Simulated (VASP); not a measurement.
Input of a VASP 6.6.1 run:

INCAR

```
PREC = Accurate
ENCUT = 600
EDIFF = 1E-7
ISMEAR = -1
SIGMA = 0.1
LREAL = F
LASPH = T
NELM = 60
ALGO = Normal
ISIF = 3
LWAVE = F
LCHARG = F
IBRION = 2
NSW = 100
EDIFFG = -0.002
```

The input KPOINTS:

```
Automatic mesh
0
Gamma
  24 24 24
```

The input POSCAR:

```
Ir
1.0
    0.0000000000      1.9156000000      1.9156000000
    1.9156000000      0.0000000000      1.9156000000
    1.9156000000      1.9156000000      0.0000000000
Ir
1
Direct
    0.0000000000      0.0000000000      0.0000000000
```

Potentials or basis: VASP PAW LDA potentials, release 64 (Ir).

The run is started by

```sh
$ cat potpaw_LDA.64/Ir/POTCAR > POTCAR
$ mpirun -np 1 vasp_std > vasp.out
```

Problem. Predict the band gap on the k mesh.

Solution. Zero (an odd number of electrons rules out a gap without spin polarisation).

Problem. What does it give for the space group after relaxing (to 0.1 Å)?

Solution. Fm-3m (No. 225).

Problem. Estimate the relaxed cell.

Solution. a = 2.701 Å, b = 2.701 Å, c = 2.701 Å, α = 60.00°, β = 60.00°, γ = 60.00°.

Problem. What does it give for the relaxed volume?

Solution. 13.94 Å³/atom.

Final structure:
```cif
data_structure
_symmetry_space_group_name_H-M 'P 1'
_symmetry_Int_Tables_number 1
_cell_length_a 2.7013
_cell_length_b 2.7013
_cell_length_c 2.7013
_cell_angle_alpha 60.000
_cell_angle_beta 60.000
_cell_angle_gamma 60.000
_cell_volume 13.94
loop_
_atom_site_label
_atom_site_type_symbol
_atom_site_fract_x
_atom_site_fract_y
_atom_site_fract_z
_atom_site_occupancy
Ir1 Ir 0.00000 0.00000 0.00000 1
```

Caveat: spin-orbit coupling is left out, which moves the levels of the heavy elements. LDA usually gives volumes a few per cent too small.
